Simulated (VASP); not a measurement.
# ZnO (zincite) (P6_3mc) in VASP: dielectric tensor with PBEsol

Aim: the dielectric tensor of ZnO (zincite) with PBEsol.

Everything below comes from runs of VASP 6.6.1. Logs are shortened: lines on timing, memory, paths and dates and some standing lists are left out, and cuts for length are marked.

## Step 1: The cell of the first run

The structure is hexagonal, space group P6_3mc (No. 186). The conventional cell has a = 3.249 Å, b = 3.249 Å, c = 5.206 Å, α = 90.00°, β = 90.00°, γ = 120.00°. Within 2.6 Å of Zn (site symmetry 3m) lie 4 O at 1.97 to 1.98 Å. Within 2.6 Å of O (site symmetry 3m) lie 4 Zn at 1.97 to 1.98 Å.

## Step 2: Dielectric tensor, PBEsol

File INCAR:

```
  ALGO = Normal
  EDIFF = 1E-8
  ENCUT = 520
  GGA = PS
  ISIF = 2
  ISMEAR = 0
  LASPH = True
  LCHARG = False
  LEPSILON = True
  LREAL = False
  LWAVE = False
  NELM = 80
  PREC = Accurate
  SIGMA = 0.01
```

File KPOINTS:

```
k-points
0
Gamma
  8 8 5
```

File POSCAR:

```
ZnO
1.0
    3.2493080000      0.0000000000      0.0000000000
   -1.6246540000      2.8139832727      0.0000000000
    0.0000000000      0.0000000000      5.2057090000
Zn O
2 2
Direct
    0.3333333333      0.6666666667      0.5000000000
    0.6666666667      0.3333333333      0.0000000000
    0.6666666667      0.3333333333      0.3790100000
    0.3333333333      0.6666666667      0.8790100000
```

Potentials or basis: VASP PAW PBE potentials, release 64 (Zn, O).

Command:

```bash
> cat potpaw_PBE.64/Zn/POTCAR potpaw_PBE.64/O/POTCAR > POTCAR
> mpirun -np 1 vasp_std > vasp.out
```

OUTCAR:

```text
EDIFF = 1E-8
   ENCUT = 520
   GGA = PS
   ISIF = 2
   ISMEAR = 0
   LASPH = True
   LEPSILON = True
   LREAL = False
   NELM = 80
   PREC = Accurate

 ion  position               nearest neighbor table
   1  0.333  0.667  0.500-   4 1.97   3 1.98   3 1.98   3 1.98
   2  0.667  0.333  0.000-   3 1.97   4 1.98   4 1.98   4 1.98
   3  0.667  0.333  0.379-   2 1.97   1 1.98   1 1.98   1 1.98
   4  0.333  0.667  0.879-   1 1.97   2 1.98   2 1.98   2 1.98

  LATTYP: Found a hexagonal cell.
 ALAT       =     3.2493080000
 C/A-ratio  =     1.6020977390

  Lattice vectors:

 A1 = (   3.2493080000,   0.0000000000,   0.0000000000)
 A2 = (  -1.6246540000,   2.8139832727,   0.0000000000)
 A3 = (   0.0000000000,   0.0000000000,   5.2057090000)

Analysis of symmetry for initial positions (statically):
=====================================================================
 Subroutine PRICEL returns:
 Original cell was already a primitive cell.

 Routine SETGRP: Setting up the symmetry group for a
 hexagonal supercell.

 Subroutine GETGRP returns: Found 12 space group operations
 (whereof  6 operations were pure point group operations)
 out of a pool of 24 trial point group operations.

The static configuration has the point symmetry C_3v.
 The point group associated with its full space group is C_6v.

Analysis of symmetry for dynamics (positions and initial velocities):
=====================================================================
 Subroutine PRICEL returns:
 Original cell was already a primitive cell.

 Routine SETGRP: Setting up the symmetry group for a
 hexagonal supercell.

 Subroutine GETGRP returns: Found 12 space group operations
 (whereof  6 operations were pure point group operations)
 out of a pool of 24 trial point group operations.

The dynamic configuration has the point symmetry C_3v.
 The point group associated with its full space group is C_6v.

 Subroutine INISYM returns: Found 12 space group operations
 (whereof  6 operations are pure point group operations),
 and found     1 'primitive' translations

----------------------------------------------------------------------------------------

                                     Primitive cell

  volume of cell :      47.5984

  direct lattice vectors                    reciprocal lattice vectors
     3.249308000  0.000000000  0.000000000     0.307757836  0.177684070  0.000000000
    -1.624654000  2.813983273  0.000000000     0.000000000  0.355368139  0.000000000
     0.000000000  0.000000000  5.205709000     0.000000000  0.000000000  0.192096792

  length of vectors
     3.249308000  3.249308000  5.205709000     0.355368139  0.355368139  0.192096792

  position of ions in fractional coordinates (direct lattice)
     0.333333333  0.666666667  0.500000000
     0.666666667  0.333333333  0.000000000
     0.666666667  0.333333333  0.379010000
     0.333333333  0.666666667  0.879010000

  ion indices of the primitive-cell ions
   primitive index   ion index
                 1           1
                 2           2
                 3           3
                 4           4

----------------------------------------------------------------------------------------

 KPOINTS: k-points

Automatic generation of k-mesh.
 Grid dimensions read from file:
 generate k-points for:    8    8    5

 Generating k-lattice:

  Cartesian coordinates                     Fractional coordinates (reciprocal lattice)
     0.038469730  0.022210509  0.000000000     0.125000000  0.000000000  0.000000000
     0.000000000  0.044421017  0.000000000     0.000000000  0.125000000  0.000000000
     0.000000000  0.000000000  0.038419358     0.000000000  0.000000000  0.200000000

  Length of vectors
     0.044421017  0.044421017  0.038419358

  Shift w.r.t. Gamma in fractional coordinates (k-lattice)
     0.000000000  0.000000000  0.000000000

 Subroutine IBZKPT returns following result:
 ===========================================

 Found     30 irreducible k-points:

 Following reciprocal coordinates:
            Coordinates               Weight
  0.000000  0.000000  0.000000      1.000000
  0.125000  0.000000  0.000000      6.000000
  0.250000  0.000000  0.000000      6.000000
  0.375000  0.000000  0.000000      6.000000
  0.500000  0.000000  0.000000      3.000000
  0.125000  0.125000  0.000000      6.000000
[... 16 lines left out ...]
  0.250000  0.000000  0.400000     12.000000
  0.375000  0.000000  0.400000     12.000000
 [... further k-points ...]
   k-points           NKPTS =     30   k-points in BZ     NKDIM =     30   number of bands    NBANDS=     22
   number of dos      NEDOS =    301   number of ions     NIONS =      4
   total plane-waves  NPLWV =  23040
   dimension x,y,z NGX =    24 NGY =   24 NGZ =   40
   dimension x,y,z NGXF=    48 NGYF=   48 NGZF=   80
   ions per type =               2   2
   NGX,Y,Z   is equivalent  to a cutoff of  12.28, 12.28, 12.77 a.u.
   NGXF,Y,Z  is equivalent  to a cutoff of  24.56, 24.56, 25.55 a.u.
 SYSTEM =  unknown system
   PREC   = accura    normal or accurate (medium, high low for compatibility)
   ISTART =      0    job   : 0-new  1-cont  2-samecut
   ICHARG =      2    charge: 1-file 2-atom 10-const
   ISPIN  =      1    spin polarized calculation?
   LNONCOLLINEAR =      F non collinear calculations
   LSORBIT =      F    spin-orbit coupling
   LASPH  =      T    aspherical Exc in radial PAW
   ENCUT  =  520.0 eV  38.22 Ry    6.18 a.u.   6.04  6.04  9.68*2*pi/ulx,y,z
   NELM   =     80;   NELMIN=  2; NELMDL= -5     # of ELM steps
   EDIFF  = 0.1E-07   stopping-criterion for ELM
   LREAL  =      F    real-space projection
   EDIFFG = 0.1E-06   stopping-criterion for IOM
   NSW    =      0    number of steps for IOM
   IBRION =     -1    ionic relax: 0-MD 1-quasi-New 2-CG
   NFREE  =      0    steps in history (QN), initial steepest desc. (CG)
   ISIF   =      2    stress and relaxation
   ISYM   =      2    0-nonsym 1-usesym 2-fastsym
   POTIM  = 0.5000    time-step for ionic-motion
   TEBEG  =    0.0;   TEEND  =   0.0 temperature during run
   PSTRESS=    0.0 pullay stress
   NELECT =      36.0000    total number of electrons
   NUPDOWN=      -1.0000    fix difference up-down
   EMIN   =  10.00;   EMAX   =-10.00  energy-range for DOS
   EFERMI =   0.00;   METHOD = LEGACY
   ISMEAR =     0;   SIGMA  =   0.01  broadening in eV -4-tet -1-fermi 0-gaus
   EFERMI_NEDOS =   21; number of points for ismear=-14 and -15
   IALGO  =     38    algorithm
   IMIX   =      4    mixing-type and parameters
     AMIX     =   0.40;   BMIX     =  1.00
     AMIX_MAG =   1.60;   BMIX_MAG =  1.00
  volume/ion in A,a.u.               =      11.90        80.30
  Fermi-wavevector in a.u.,A,eV,Ry     =   1.491574  2.818667 30.270160  2.224794
  Thomas-Fermi vector in A             =   2.604212
   LORBIT       =      0    0 simple, 1 ext, 2 COOP (PROOUT), +10 PAW based schemes
   GGA     = PS    functional components
   LHFCALC =     F    Hartree Fock is set to
   AEXX    =    0.0000 exact exchange contribution
   IVDW    =     0    specifies the selected vdW correction
   LEPSILON=     T    determine dielectric tensor
   LRPA    =     F    only Hartree local field effects (RPA)
 non-spin polarized calculation
 Gauss-broadening in eV      SIGMA  =   0.01
  energy-cutoff  :      520.00
  volume of cell :       47.60
 maximum number of plane-waves:      1299
   NGX = 13   NGY = 13   NGZ = 19

--------------------------------------- Ionic step        1  -------------------------------------------

 number of electron      36.0000017 magnetization

 E-fermi :   1.1221     XC(G=0): -11.1854

 val. band max:        1.0461308088   @ k =   0.0000   0.0000   0.0000
 cond. band min:       1.7318234512   @ k =   0.0000   0.0000   0.0000
 fundamental gap:      0.6856926423
 Fermi energy:         1.1220796122

 k-point     1 :       0.0000    0.0000    0.0000
  band No.  band energies     occupation
      1     -16.9920      2.00000
      2     -16.2404      2.00000
      3      -4.6591      2.00000
      4      -4.6591      2.00000
      5      -4.6589      2.00000
      6      -4.6197      2.00000
[... 574 lines left out ...]
      6      -4.2517      2.00000
[... 14 lines left out ...]
     21       9.5480      0.00000
     22       9.6768      0.00000

 [... further k-points ...]

  FORCE on cell =-STRESS in cart. coord.  units (eV):
  Direction    XX          YY          ZZ          XY          YZ          ZX
  --------------------------------------------------------------------------------------
  -------------------------------------------------------------------------------------
  Total       -0.3168188     -0.3168188      0.1947541      0.0000000      0.0000000      0.0000000
  in kB      -10.6642240    -10.6642240      6.5554870      0.0000000      0.0000000      0.0000000
  external PRESSURE =      -4.9243203 kB  Pullay stress =       0.0000000 kB

 VOLUME and BASIS-vectors are now :
 -----------------------------------------------------------------------------
  energy-cutoff  :      520.00
  volume of cell :       47.60
      direct lattice vectors                 reciprocal lattice vectors
     3.249308000  0.000000000  0.000000000     0.307757836  0.177684070  0.000000000
    -1.624654000  2.813983273  0.000000000     0.000000000  0.355368139  0.000000000
     0.000000000  0.000000000  5.205709000     0.000000000  0.000000000  0.192096792

 POSITION                                       TOTAL-FORCE (eV/Angst)
 -----------------------------------------------------------------------------------
     -0.00000      1.87599      2.60285        -0.000000      0.000000     -0.065312
      1.62465      0.93799      0.00000         0.000000     -0.000000     -0.065312
      1.62465      0.93799      1.97302         0.000000      0.000000      0.065312
     -0.00000      1.87599      4.57587        -0.000000     -0.000000      0.065312
 -----------------------------------------------------------------------------------
    total drift:                               -0.000000     -0.000000     -0.000673

  FREE ENERGIE OF THE ION-ELECTRON SYSTEM (eV)
  ---------------------------------------------------
  free  energy   TOTEN  =       -19.4101140677 eV

  energy  without entropy=      -19.4101140677  energy(sigma->0) =      -19.41011407

 HEAD OF MICROSCOPIC STATIC DIELECTRIC TENSOR (INDEPENDENT PARTICLE, excluding Hartree and local field effects)
 ------------------------------------------------------
           7.346000     0.000000     0.000000
           0.000000     7.346000     0.000000
           0.000000     0.000000     6.848717
 ------------------------------------------------------

 Free energy of the ion-electron system (eV)
  ---------------------------------------------------
  ---------------------------------------------------
  free energy    TOTEN  =        -0.84855328 eV

  energy without entropy =       -0.84855328

------------------------ aborting loop because EDIFF is reached ----------------------------------------

--------------------------------------- Ionic step        2  -------------------------------------------

------------------------ aborting loop because EDIFF is reached ----------------------------------------

--------------------------------------- Ionic step        3  -------------------------------------------

 Free energy of the ion-electron system (eV)
  ---------------------------------------------------
  ---------------------------------------------------
  free energy    TOTEN  =        -0.78400405 eV

  energy without entropy =       -0.78400405

------------------------ aborting loop because EDIFF is reached ----------------------------------------

 PIEZOELECTRIC TENSOR FIELD DIRECTION 3  (e Angst)
 -----------------------------------------------------------------------------
     1.15145  0.00000  0.00000           (  0.04436  0.00000  0.00000)
     0.00000  1.15145  0.00000           (  0.00000  0.04436  0.00000)
    -0.00000  0.00000 -2.34119           (  0.00000  0.00000 -0.11866)

 PIEZOELECTRIC TENSOR FIELD DIRECTION 3  (C/m^2)
 -----------------------------------------------------------------------------
     0.38758  0.00000  0.00000
     0.00000  0.38758  0.00000
    -0.00000  0.00000 -0.78805

 MACROSCOPIC STATIC DIELECTRIC TENSOR (including local field effects in DFT)
 ------------------------------------------------------
           7.207346     0.000000    -0.000000
           0.000000     7.207346     0.000000
           0.000000     0.000000     6.729937
 ------------------------------------------------------

 PIEZOELECTRIC TENSOR (including local field effects)  for field in x, y, z        (e  Angst)
          XX          YY          ZZ          XY          YZ          ZX
  --------------------------------------------------------------------------------
  x     0.00000     0.00000     0.00000     0.00000     0.00000     1.23490
  y    -0.00000    -0.00000    -0.00000     0.00000     1.23490     0.00000
  z     1.15145     1.15145    -2.34119     0.00000     0.00000     0.00000

 PIEZOELECTRIC TENSOR (including local field effects)  for field in x, y, z        (C/m^2)
          XX          YY          ZZ          XY          YZ          ZX
  --------------------------------------------------------------------------------
  x     0.00000     0.00000     0.00000     0.00000     0.00000     0.41567
  y    -0.00000    -0.00000    -0.00000     0.00000     0.41567     0.00000
  z     0.38758     0.38758    -0.78805     0.00000     0.00000     0.00000

 BORN EFFECTIVE CHARGES (including local field effects) (in |e|, cummulative output)
 ---------------------------------------------------------------------------------
 ion    1
    1     2.16786     0.00000     0.00000
    2     0.00000     2.16786    -0.00000
    3    -0.00000     0.00000     2.20159
 ion    2
    1     2.16786     0.00000     0.00000
    2     0.00000     2.16786    -0.00000
    3     0.00000     0.00000     2.20159
 ion    3
    1    -2.16786     0.00000     0.00000
    2    -0.00000    -2.16786     0.00000
    3     0.00000    -0.00000    -2.20159
 ion    4
    1    -2.16786     0.00000     0.00000
    2     0.00000    -2.16786     0.00000
    3     0.00000     0.00000    -2.20159
```

Run time: 6.4 min. Hardware: 1 thread of AMD EPYC 7R43 (Zen 3), shared host; peak memory 0.31 GiB.

Results:

| Quantity | Value |
| --- | --- |
| Band gap on the k mesh | 0.69 eV, direct |
| Electronic dielectric tensor (diagonal) | 7.21, 7.21, 6.73 |
| Born charges (mean of the diagonal) | Zn +2.18; O -2.18 e |

Electronic dielectric tensor:
```
7.21 0.00 0.00
0.00 7.21 0.00
0.00 0.00 6.73
```

Born effective charge tensors (e):
atom 1, Zn
```
2.17 0.00 0.00
0.00 2.17 0.00
0.00 0.00 2.20
```
atom 2, Zn
```
2.17 0.00 0.00
0.00 2.17 0.00
0.00 0.00 2.20
```
atom 3, O
```
-2.17  0.00  0.00
 0.00 -2.17  0.00
 0.00  0.00 -2.20
```
atom 4, O
```
-2.17  0.00  0.00
 0.00 -2.17  0.00
 0.00  0.00 -2.20
```

Caveat: the gap is small at this level, which inflates the dielectric constant; the PAW data sets were made with another functional, which shifts forces and pressure a little. A hybrid or GW would open this gap; PBEsol tends to underestimate it.
